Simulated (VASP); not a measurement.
**Co: single point with PBE**

System: Co, a slab with vacuum.

```xyz
6
Lattice="2.4930 0.0000 0.0000 -1.2465 2.1590 0.0000 0.0000 0.0000 21.0100" Properties=species:S:1:pos:R:3 pbc="T T T"
Co    1.8698    0.3598    5.5000
Co   -0.6233    1.7992    7.4575
Co    1.8698    0.3598    9.5076
Co   -0.6233    1.7992   11.5024
Co    1.8698    0.3598   13.5525
Co   -0.6233    1.7992   15.5100
```

```json
{
  "Program": "VASP 6.6.1",
  "Task": "single point",
  "Functional": "PBE",
  "Potentials or basis": "VASP PAW PBE potentials, release 64 (Co)",
  "Cutoff": "520 eV",
  "k mesh": "15 × 15 × 1",
  "Occupations": "fermi-dirac, width 0.1 eV",
  "Spin": "collinear spin, ferromagnetic start",
  "Starting moments": "[1.7, 1.7, 1.7, 1.7, 1.7, 1.7] μB",
  "Dipole correction": "yes",
  "Further INCAR settings": "ALGO = Normal; EDIFF = 1e-06; NBANDS = 40"
}
```

```json
{"Largest force": "0.032 eV/Å", "Net moment": "9.91 μB per cell", "Site moments": "Co +1.73, +1.66, +1.63 (each value once) μB", "Valence electrons inside the program's atomic spheres": "Co 8.14, 8.28, 8.27 (each value once)"}
```

Forces in eV/Å, atoms in the order of the input:
```
Co   0.000  0.000  0.032
Co   0.000  0.000 -0.005
Co   0.000  0.000 -0.004
Co   0.000  0.000  0.004
Co   0.000  0.000  0.005
Co   0.000  0.000 -0.032
```

Levels at points of the mesh, in eV from the Fermi level:
Spin up:
| k point | band 30 | band 31 | band 32 | band 33 | band 34 | band 35 | band 36 | band 37 |
| --- | --- | --- | --- | --- | --- | --- | --- | --- |
| (0.00, 0.00, 0.00) | -1.02 | -1.02 | -0.92 | -0.92 | -0.88 | -0.88 | -0.37 | 0.17 |
Spin down:
```tsv
k point	band 18	band 19	band 20	band 21	band 22	band 23	band 24	band 25
(0.00, 0.00, 0.00)	-0.84	-0.84	-0.72	-0.72	-0.66	-0.66	-0.08	-0.02
```

Wall time 8 min on 1 thread of Intel(R) Xeon(R) Platinum 8488C (Sapphire Rapids), on a shared host, peak memory 0.39 GiB.
